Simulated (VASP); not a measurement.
Here is a VASP 6.6.1 calculation.

File INCAR:

```
SYSTEM = Nb
PREC = Accurate
ENCUT = 520
EDIFF = 1E-7
ISMEAR = 1
SIGMA = 1.0
LREAL = .FALSE.
LASPH = .TRUE.
NELM = 60
ALGO = Normal
ISIF = 2
LWAVE = .FALSE.
LCHARG = .FALSE.
GGA = PE
NBANDS = 12
```

File KPOINTS:

```
regular mesh
0
G
  13 13 13
  0 0 0
```

The input POSCAR:

```
Nb
1.0
   -1.6547957147      1.6547957147      1.6547957147
    1.6547957147     -1.6547957147      1.6547957147
    1.6547957147      1.6547957147     -1.6547957147
Nb
1
Direct
    0.0000000000      0.0000000000      0.0000000000
```

Potentials or basis: VASP PAW PBE potentials, release 64 (Nb_sv).

Launch:

```sh
$ cat potpaw_PBE.64/Nb_sv/POTCAR > POTCAR
$ mpirun -np 1 vasp_std > vasp.out
```

(1) Estimate the pressure.

## Answers

(1) -0.2 GPa.
